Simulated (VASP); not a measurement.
Wanted: the native input for a VASP 6.6.1 run.

- Task: single point
- Functional: PBEsol
- Potentials or basis: VASP PAW PBE potentials, release 64 (Ba_sv, Ti_sv, O_h)
- Cutoff: 910 eV
- k mesh: 6 × 6 × 6
- Occupations: fermi-dirac, width 0.03 eV
- Spin: no spin polarisation
- Dipole correction: no
- Second run: hard_potentials
- Further INCAR settings: ALGO = Normal; EDIFF = 1e-06; NBANDS = 28

The structure of BaTiO3 lies in POSCAR:

```
BaTiO3
1.0
    3.9698010395      0.0000000000      0.0000000000
    0.0000000000      3.9698010395      0.0000000000
    0.0000000000      0.0000000000      3.9698010395
Ba Ti O
1 1 3
Direct
    0.0000000000      0.0000000000      0.0000000000
    0.5000000000      0.5000000000      0.5000000000
    0.5000000000      0.5000000000      0.0000000000
    0.5000000000      0.0000000000      0.5000000000
    0.0000000000      0.5000000000      0.5000000000
```

These files were run (other wordings do the same):

INCAR

```
PREC = Accurate
ENCUT = 910
EDIFF = 1E-6
ISMEAR = -1
SIGMA = 0.03
LREAL = F
LASPH = T
NELM = 120
ALGO = Normal
ISIF = 2
LWAVE = F
LCHARG = T
GGA = PS
LELF = T
LVHAR = T
NBANDS = 28
GGA_COMPAT = F
```

KPOINTS

```
regular mesh
0
Gamma
  6 6 6
```

Potentials or basis: VASP PAW PBE potentials, release 64 (Ba_sv, Ti_sv, O_h).

The run is started by

```sh
$ cat potpaw_PBE.64/Ba_sv/POTCAR potpaw_PBE.64/Ti_sv/POTCAR potpaw_PBE.64/O_h/POTCAR > POTCAR
$ mpirun -np 1 vasp_std > vasp.out
```

Results of the run:

| Quantity | Value |
| --- | --- |
| Pressure | 1.7 GPa |
| Band gap on the k mesh | 1.75 eV, indirect (least direct gap 1.87 eV) |

Caveat: the cutoff is under 1.25 times the usual one of these potentials, so pressure, stress and relaxed cells hold a basis-set (Pulay) error; the PAW data sets were made with another functional, which shifts forces and pressure a little; spin-orbit coupling is left out, which moves the levels of the heavy elements.

Wall time 93 s on 1 thread of Intel(R) Xeon(R) 6975P-C (Granite Rapids), on a shared host, peak memory 0.29 GiB.
